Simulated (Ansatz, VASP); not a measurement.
Ta5W in VASP and in Ansatz

The input INCAR:

```
PREC = Accurate
ENCUT = 600
EDIFF = 1E-7
ISMEAR = 0
SIGMA = 0.1
LREAL = F
LASPH = T
NELM = 100
ALGO = Fast
ISIF = 3
LWAVE = F
LCHARG = F
GGA = PE
IBRION = 2
NSW = 90
EDIFFG = -0.04
```

File KPOINTS:

```
regular mesh
0
Gamma
  6 6 2
```

POSCAR

```
Ta5W
1.0
    1.6151444000     -2.2841591100      0.0000000000
    1.6151444000      2.2841591100      0.0000000000
    0.0000000000      0.0000000000     13.7049546700
Ta W
5 1
Direct
    0.0000000000      0.0000000000      0.1666666700
    0.5000000000      0.5000000000      0.3333333300
    0.0000000000      0.0000000000      0.5000000000
    0.5000000000      0.5000000000      0.6666666700
    0.0000000000      0.0000000000      0.8333333300
    0.5000000000      0.5000000000      0.0000000000
```

Input for Ansatz:

```yaml
crystal:
  lattice:
    - [1.6151444, -2.28415911, 0.0]
    - [1.6151444, 2.28415911, 0.0]
    - [0.0, 0.0, 13.70495467]
  atoms:
    - { symbol: Ta, position: [0.0, 0.0, 0.16666667] }
    - { symbol: Ta, position: [0.5, 0.5, 0.33333333] }
    - { symbol: Ta, position: [0.0, 0.0, 0.5] }
    - { symbol: Ta, position: [0.5, 0.5, 0.66666667] }
    - { symbol: Ta, position: [0.0, 0.0, 0.83333333] }
    - { symbol: W, position: [0.5, 0.5, 0.0] }
basis:
  ecutwfc: 420
kpoints:
  mp_grid: { grid: [6, 6, 2] }
hamiltonian:
  xc: pbe
scf:
  occupations: { method: gaussian, width: 0.1 }
  lower_state_search: "off"
output:
  forces: true
  stress: true
  eigenvalues: true
relax:
  adjacent_minimum: "off"
  f_tol: 0.04
  max_steps: 70
  cell: { stress_tol: 0.4 }
```

Alike in both runs: task relaxation of cell and atoms; functional PBE; k mesh 6 × 6 × 2; occupations gaussian, width 0.1 eV; no spin polarisation.

|  | VASP | Ansatz |
| --- | --- | --- |
| version | VASP 6.6.1 | Ansatz 0.2.0 |
| potentials or method | VASP PAW PBE potentials, release 64 (Ta_pv, W_sv), cutoff 600 eV | scalar-relativistic, plane waves, PAW |
| valence electrons in the cell | 69 | 79 |

|  | VASP | Ansatz | Ansatz less VASP |
| --- | --- | --- | --- |
| gap on the k mesh at the Fermi level, each at its own relaxed structure (eV) | none | none | - |
| relaxed volume (Å³/atom) | 17.93 | 17.91 | -0.025 |
| relaxed cell length with the largest relative difference (Å) | 13.932 | 13.949 | +0.0174 |

A gap of «none» marks a metal or a gap that the smearing closes. VASP's potentials hold 69 valence electrons a cell and Ansatz's 79, so a difference there can come from the potentials and not from the codes.

The k mesh is coarse, so the values compare programs but aren't converged. Neither program's run includes spin-orbit coupling.
